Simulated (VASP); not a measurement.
# MnO2 (R-3m) in VASP: single point with LDA+U

Aim: the single point of MnO2 with LDA+U.

Everything below comes from runs of VASP 6.6.1. Logs are shortened: lines on timing, memory, paths and dates and some standing lists are left out, and cuts for length are marked.

## 1. The cell of the first run

It takes space group R-3m (No. 166, trigonal). Conventional cell: a = 2.836 Å, b = 2.836 Å, c = 12.860 Å, α = 90.00°, β = 90.00°, γ = 120.00°. Within 2.6 Å of Mn (site symmetry -3m) lie 6 O at 1.94 Å. Within 2.9 Å of O (site symmetry 3m) lie 3 Mn at 1.94 Å and 12 O at 2.66 to 2.84 Å.

## 2. Single point, LDA+U, collinear spin, antiferromagnetic start

Contents of INCAR:

```
  PREC = Accurate
  ENCUT = 520
  EDIFF = 1E-6
  ISMEAR = 0
  SIGMA = 0.05
  LREAL = False
  LASPH = True
  NELM = 150
  ALGO = Normal
  ISIF = 2
  LWAVE = False
  LCHARG = True
  ISPIN = 2
  MAGMOM = 3.03 -3.03 -0.04 0.04 0.04 -0.04
  LORBIT = 11
  LMAXMIX = 4
  LDAU = True
  LDAUTYPE = 2
  LDAUL = 2 -1
  LDAUU = 4 0
  LDAUJ = 0 0
  LDAUPRINT = 1
  LELF = True
  LVHAR = True
  NBANDS = 38
```

Contents of KPOINTS:

```
Automatic mesh
0
Gamma
  8 8 4
```

Contents of POSCAR:

```
MnO2
1.0
    1.4178470700      0.8185943900      4.2866856900
   -1.4178470700      0.8185943900      4.2866856900
    0.0000000000     -3.2743775600      8.5733713800
Mn O
2 4
Direct
    0.0000000000      0.0000000000      0.0000000000
    0.0000000000      0.0000000000      0.5000000000
    0.2520000000      0.2520000000      0.1260000000
    0.7480000000      0.7480000000      0.3740000000
    0.2520000000      0.2520000000      0.6260000000
    0.7480000000      0.7480000000      0.8740000000
```

Potentials or basis: VASP PAW LDA potentials, release 64 (Mn_pv, O).

Run with:

```console
cat potpaw_LDA.64/Mn_pv/POTCAR potpaw_LDA.64/O/POTCAR > POTCAR
mpirun -np 1 vasp_std > vasp.out
```

OUTCAR:

```text
PREC = Accurate
   ENCUT = 520
   EDIFF = 1E-6
   ISMEAR = 0
   LREAL = False
   LASPH = True
   NELM = 150
   ISIF = 2
   ISPIN = 2
   LORBIT = 11

 ion  position               nearest neighbor table
   1  0.000  0.000  0.000-   6 1.94   6 1.94   3 1.94   3 1.94   4 1.94   5 1.94   2 2.84   2 2.84
                             2 2.84   2 2.84
   2  0.000  0.000  0.500-   4 1.94   4 1.94   5 1.94   5 1.94   3 1.94   6 1.94   1 2.84   1 2.84
                             1 2.84   1 2.84
   3  0.252  0.252  0.126-   1 1.94   1 1.94   2 1.94
   4  0.748  0.748  0.374-   2 1.94   2 1.94   1 1.94
   5  0.252  0.252  0.626-   2 1.94   2 1.94   1 1.94
   6  0.748  0.748  0.874-   1 1.94   1 1.94   2 1.94

  LATTYP: Found a base centered monoclinic cell.
 ALAT       =     8.7282921537
 B/A-ratio  =     0.3248853373
 C/A-ratio  =     0.5627179125
 COS(beta)  =    -0.1875726375

  Lattice vectors:

 A1 = (   1.4178470700,   0.8185943900,   4.2866856900)
 A2 = (  -1.4178470700,   0.8185943900,   4.2866856900)
 A3 = (   0.0000000000,  -4.9115663400,   0.0000000000)

Analysis of symmetry for initial positions (statically):
=====================================================================
 Subroutine PRICEL returns following result:

  LATTYP: Found a trigonal (rhomboedric) cell.
 ALAT       =     4.5886884067
 COS(alpha) =     0.8090535267
[... 12 lines left out ...]
 Subroutine GETGRP returns: Found  4 space group operations
 (whereof  4 operations were pure point group operations)
 out of a pool of  4 trial point group operations.

The static configuration has the point symmetry C_2h.

Analysis of symmetry for dynamics (positions and initial velocities):
=====================================================================
 Subroutine PRICEL returns following result:

  LATTYP: Found a trigonal (rhomboedric) cell.
 ALAT       =     4.5886884067
 COS(alpha) =     0.8090535267
[... 12 lines left out ...]
 Subroutine GETGRP returns: Found  4 space group operations
 (whereof  4 operations were pure point group operations)
 out of a pool of  4 trial point group operations.

The dynamic configuration has the point symmetry C_2h.

Analysis of structural, dynamic, and magnetic symmetry:
=====================================================================
 Subroutine PRICEL returns following result:

  LATTYP: Found a trigonal (rhomboedric) cell.
 ALAT       =     4.5886884067
 COS(alpha) =     0.8090535267
[... 12 lines left out ...]
 Subroutine GETGRP returns: Found  4 space group operations
 (whereof  4 operations were pure point group operations)
 out of a pool of  4 trial point group operations.

The overall configuration has the point symmetry C_2h.

 Subroutine INISYM returns: Found  4 space group operations
 (whereof  4 operations are pure point group operations),
 and found     2 'primitive' translations

----------------------------------------------------------------------------------------

                                     Primitive cell

  volume of cell :      29.8518

  direct lattice vectors                    reciprocal lattice vectors
[... 176 lines left out ...]
  o =  0.0914  v =  0.0000  0.0000  0.0000  0.0000  0.0000 -0.7709  0.0000  0.0000  0.6369 -0.0000      0.0000  0.0000  0.0000  0.0000  0.0000  0.0000  0.0000  0.0000  0.0000  0.0000
  o =  0.0970  v =  0.0000  0.0000  0.0000  0.0000  0.0000 -0.0000 -0.5674 -0.4703  0.0000  0.6760      0.0000  0.0000  0.0000  0.0000  0.0000  0.0000  0.0000  0.0000  0.0000  0.0000
  o =  0.3249  v =  0.0000  0.0000  0.0000  0.0000  0.0000  0.0000  0.7641  0.0055  0.0000  0.6451      0.0000  0.0000  0.0000  0.0000  0.0000  0.0000  0.0000  0.0000  0.0000  0.0000
  o =  0.3382  v =  0.0000  0.0000  0.0000  0.0000  0.0000 -0.6369  0.0000  0.0000 -0.7709  0.0000      0.0000  0.0000  0.0000  0.0000  0.0000  0.0000  0.0000  0.0000  0.0000  0.0000
  o =  0.5269  v =  0.6226  0.0000 -0.0000  0.7825 -0.0000  0.0000  0.0000  0.0000  0.0000  0.0000      0.0000  0.0000  0.0000  0.0000  0.0000  0.0000  0.0000  0.0000  0.0000  0.0000
  o =  0.5507  v =  0.0000  0.7945  0.0026  0.0000  0.6073  0.0000  0.0000  0.0000  0.0000  0.0000      0.0000  0.0000  0.0000  0.0000  0.0000  0.0000  0.0000  0.0000  0.0000  0.0000
  o =  0.9586  v =  0.0000 -0.4076 -0.7390 -0.0000  0.5364  0.0000  0.0000  0.0000  0.0000  0.0000      0.0000  0.0000  0.0000  0.0000  0.0000  0.0000  0.0000  0.0000  0.0000  0.0000
  o =  0.9614  v = -0.7825  0.0000 -0.0000  0.6226 -0.0000  0.0000  0.0000  0.0000  0.0000  0.0000      0.0000  0.0000  0.0000  0.0000  0.0000  0.0000  0.0000  0.0000  0.0000  0.0000
  o =  0.9628  v =  0.0000  0.4502 -0.6737 -0.0000 -0.5861  0.0000  0.0000  0.0000  0.0000  0.0000      0.0000  0.0000  0.0000  0.0000  0.0000  0.0000  0.0000  0.0000  0.0000  0.0000

atom =   2  type =  1  l = 2

 onsite density matrix

spin component  1

  0.1916  0.0000 -0.0000  0.1212  0.0000
  0.0000  0.2291  0.0037 -0.0000  0.1134
 -0.0000  0.0037  0.0892 -0.0000 -0.0024
  0.1212 -0.0000 -0.0000  0.2381  0.0000
  0.0000  0.1134 -0.0024  0.0000  0.1906

spin component  2

  0.7929 -0.0000  0.0000 -0.2117 -0.0000
 -0.0000  0.7020 -0.0021  0.0000 -0.1979
  0.0000 -0.0021  0.9605  0.0000  0.0010
 -0.2117  0.0000  0.0000  0.6953 -0.0000
 -0.0000 -0.1979  0.0010 -0.0000  0.8096

 occupancies and eigenvectors

  o =  0.0869  v = -0.0000  0.3071 -0.8825  0.0000 -0.3562  0.0000  0.0000  0.0000  0.0000  0.0000      0.0000  0.0000  0.0000  0.0000  0.0000  0.0000  0.0000  0.0000  0.0000  0.0000
  o =  0.0914  v = -0.7709  0.0000  0.0000  0.6369 -0.0000  0.0000  0.0000  0.0000  0.0000  0.0000      0.0000  0.0000  0.0000  0.0000  0.0000  0.0000  0.0000  0.0000  0.0000  0.0000
  o =  0.0970  v = -0.0000 -0.5674 -0.4703  0.0000  0.6760  0.0000  0.0000  0.0000  0.0000  0.0000      0.0000  0.0000  0.0000  0.0000  0.0000  0.0000  0.0000  0.0000  0.0000  0.0000
  o =  0.3249  v =  0.0000  0.7641  0.0055  0.0000  0.6451  0.0000  0.0000  0.0000  0.0000  0.0000      0.0000  0.0000  0.0000  0.0000  0.0000  0.0000  0.0000  0.0000  0.0000  0.0000
  o =  0.3382  v = -0.6369  0.0000  0.0000 -0.7709  0.0000  0.0000  0.0000  0.0000  0.0000  0.0000      0.0000  0.0000  0.0000  0.0000  0.0000  0.0000  0.0000  0.0000  0.0000  0.0000
  o =  0.5269  v =  0.0000  0.0000  0.0000  0.0000  0.0000 -0.6226 -0.0000 -0.0000 -0.7825 -0.0000      0.0000  0.0000  0.0000  0.0000  0.0000  0.0000  0.0000  0.0000  0.0000  0.0000
  o =  0.5507  v =  0.0000  0.0000  0.0000  0.0000  0.0000 -0.0000  0.7945  0.0026 -0.0000  0.6073      0.0000  0.0000  0.0000  0.0000  0.0000  0.0000  0.0000  0.0000  0.0000  0.0000
  o =  0.9586  v =  0.0000  0.0000  0.0000  0.0000  0.0000  0.0000 -0.4076 -0.7390 -0.0000  0.5364      0.0000  0.0000  0.0000  0.0000  0.0000  0.0000  0.0000  0.0000  0.0000  0.0000
  o =  0.9614  v =  0.0000  0.0000  0.0000  0.0000  0.0000  0.7825 -0.0000  0.0000 -0.6226  0.0000      0.0000  0.0000  0.0000  0.0000  0.0000  0.0000  0.0000  0.0000  0.0000  0.0000
  o =  0.9628  v =  0.0000  0.0000  0.0000  0.0000  0.0000 -0.0000 -0.4502  0.6737  0.0000  0.5861      0.0000  0.0000  0.0000  0.0000  0.0000  0.0000  0.0000  0.0000  0.0000  0.0000

 number of electron      49.9999997 magnetization       0.0000000

 Free energy of the ion-electron system (eV)
  ---------------------------------------------------
  ext. energy  EPLUGINS =         0.00000000
  ---------------------------------------------------
  free energy    TOTEN  =       -46.21049185 eV

  energy without entropy =      -46.21049185  energy(sigma->0) =      -46.21049185

 E-fermi :   3.7734     XC(G=0): -12.1570

 val. band max:        3.5169976666   @ k =   0.0000   0.0000   0.0000
 cond. band min:       5.0671795583   @ k =  -0.1250  -0.3750   0.2500
 fundamental gap:      1.5501818916
 Fermi energy:         3.7734127036

 spin component 1

 k-point     1 :       0.0000    0.0000    0.0000
  band No.  band energies     occupation
      1     -46.2536      1.00000
      2     -46.1752      1.00000
      3     -46.1238      1.00000
      4     -43.1816      1.00000
      5     -43.1167      1.00000
      6     -42.9680      1.00000
[... 1913 lines left out ...]
     36      18.1480      0.00000
     37      18.5663      0.00000

 [... further k-points ...]

 [bands above 37 left out]

------------------------ aborting loop because EDIFF is reached ----------------------------------------

  FORCE on cell =-STRESS in cart. coord.  units (eV):
  Direction    XX          YY          ZZ          XY          YZ          ZX
  --------------------------------------------------------------------------------------
  -------------------------------------------------------------------------------------
  Total       -3.1580336     -3.4637599     -6.3592695      0.0000000     -0.2425036      0.0000000
  in kB      -84.7473801    -92.9516974   -170.6541186      0.0000000     -6.5077022      0.0000000
  external PRESSURE =    -116.1177320 kB  Pullay stress =       0.0000000 kB

 VOLUME and BASIS-vectors are now :
 -----------------------------------------------------------------------------
  energy-cutoff  :      520.00
  volume of cell :       59.70
      direct lattice vectors                 reciprocal lattice vectors
     1.417847070  0.818594390  4.286685690     0.352647342  0.203601037  0.077760153
    -1.417847070  0.818594390  4.286685690    -0.352647342  0.203601037  0.077760153
     0.000000000 -3.274377560  8.573371380     0.000000000 -0.203601037  0.038880076

 POSITION                                       TOTAL-FORCE (eV/Angst)
 -----------------------------------------------------------------------------------
      0.00000      0.00000      0.00000        -0.000000      0.000000     -0.000000
      0.00000     -1.63719      4.28669        -0.000000      0.000000      0.000000
      0.00000      0.00000      3.24073         0.000000      0.052197      1.889380
      0.00000     -0.00000      9.61932         0.000000     -0.052197     -1.889380
      0.00000     -1.63719      7.52742         0.000000      0.052197      1.889380
      0.00000     -1.63719     13.90601         0.000000     -0.052197     -1.889380
 -----------------------------------------------------------------------------------
    total drift:                                0.000000      0.000000     -0.000000

  FREE ENERGIE OF THE ION-ELECTRON SYSTEM (eV)
  ---------------------------------------------------
  free  energy   TOTEN  =       -46.2104918549 eV

  energy  without entropy=      -46.2104918549  energy(sigma->0) =      -46.21049185

 total charge

# of ion       s       p       d       tot
------------------------------------------
    1        0.346   6.443   4.868  11.656
    2        0.346   6.443   4.868  11.656
    3        1.576   3.360   0.000   4.935
    4        1.576   3.360   0.000   4.935
    5        1.576   3.360   0.000   4.935
    6        1.576   3.360   0.000   4.935
--------------------------------------------------
tot          6.995  26.323   9.735  43.054

 magnetization (x)

# of ion       s       p       d       tot
------------------------------------------
    1        0.011   0.022   3.019   3.051
    2       -0.011  -0.022  -3.019  -3.051
    3        0.001  -0.028   0.000  -0.027
    4       -0.001   0.028   0.000   0.027
    5       -0.001   0.028   0.000   0.027
    6        0.001  -0.028   0.000  -0.027
--------------------------------------------------
tot          0.000   0.000   0.000   0.000
```

It took 12 min on 1 thread of Intel Xeon Platinum 8259CL at 2.50GHz (Skylake/Cascade Lake), shared host; peak memory 0.4 GiB.

Results:

```yaml
Free_energy: -46.2105 eV
Pressure: -11.6 GPa
Largest_force: 1.890 eV/Å
Band_gap_on_the_k_mesh: 1.55 eV
Net_moment: 0.00 μB per cell
Site_moments: Mn +3.05, -3.05; O -0.03, +0.03 (each value once) μB
Valence_electrons_inside_the_program's_atomic_spheres: Mn 11.66; O 4.93
```

Forces in eV/Å, atoms in the order of the input:
```
Mn   0.000  0.000  0.000
Mn   0.000  0.000  0.000
O    0.000  0.052  1.889
O    0.000 -0.052 -1.889
O    0.000  0.052  1.889
O    0.000 -0.052 -1.889
```

Stress tensor (GPa, compression positive):
```
 -8.47   0.00   0.00
  0.00  -9.30  -0.65
  0.00  -0.65 -17.07
```

Eigenvalues of the final occupation matrices:
```tsv
site	spin	trace	eigenvalues
site 1 d	1	3.96	0.53 0.55 0.96 0.96 0.96
site 1 d	2	0.94	0.09 0.09 0.10 0.32 0.34
site 2 d	1	0.94	0.09 0.09 0.10 0.32 0.34
site 2 d	2	3.96	0.53 0.55 0.96 0.96 0.96
```

Caveat: the cell stands under tension; forces of over 1 eV/Å act on the atoms, so gaps and moduli don't describe the material at rest. A k mesh can miss the band edges.
